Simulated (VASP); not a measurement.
A run of VASP 6.6.1 is set up as follows.

Contents of INCAR:

```
PREC = Accurate
ENCUT = 600
EDIFF = 1E-6
ISMEAR = 0
SIGMA = 0.05
LREAL = F
LASPH = T
NELM = 200
ALGO = Normal
ISIF = 2
LWAVE = F
LCHARG = F
ISPIN = 2
MAGMOM = 7 7
LORBIT = 11
LMAXMIX = 6
LDAU = T
LDAUTYPE = 2
LDAUL = 3
LDAUU = 6
LDAUJ = 0
LDAUPRINT = 1
GGA = PE
NBANDS = 29
GGA_COMPAT = F
KPAR = 4
```

The input KPOINTS:

```
Automatic mesh
0
Gamma
  12 12 12
```

Contents of POSCAR:

```
Gd
1.0
   -2.5599117418     -2.5599117418      5.1198234836
   -5.1198234836     -2.5599117418      2.5599117418
   -2.5599117418     -5.1198234836      2.5599117418
Gd
2
Direct
    0.0000000000      0.0000000000      0.0000000000
    0.5000000000      0.5000000000      0.5000000000
```

Potentials or basis: VASP PAW PBE potentials, release 64 (Gd).

Launch:

```bash
$ cat potpaw_PBE.64/Gd/POTCAR > POTCAR
$ mpirun -np 4 vasp_std > vasp.out
```

Task: What does it give for the site moments?

Result: Gd +7.11 μB.

Task: What does it give for the pressure?

Result: 0.3 GPa.

Task: Predict the net moment.

Result: 15.58 μB per cell.

Eigenvalues of the final occupation matrices:
```
    site  spin  trace                         eigenvalues
site 1 f     1   6.93  0.99 0.99 0.99 0.99 0.99 0.99 0.99
site 1 f     2   0.00  0.00 0.00 0.00 0.00 0.00 0.00 0.00
site 2 f     1   6.93  0.99 0.99 0.99 0.99 0.99 0.99 0.99
site 2 f     2   0.00  0.00 0.00 0.00 0.00 0.00 0.00 0.00
```

Caveat: spin-orbit coupling is left out, which moves the levels of the heavy elements. The state reached can hang on the start; a lower one may exist.
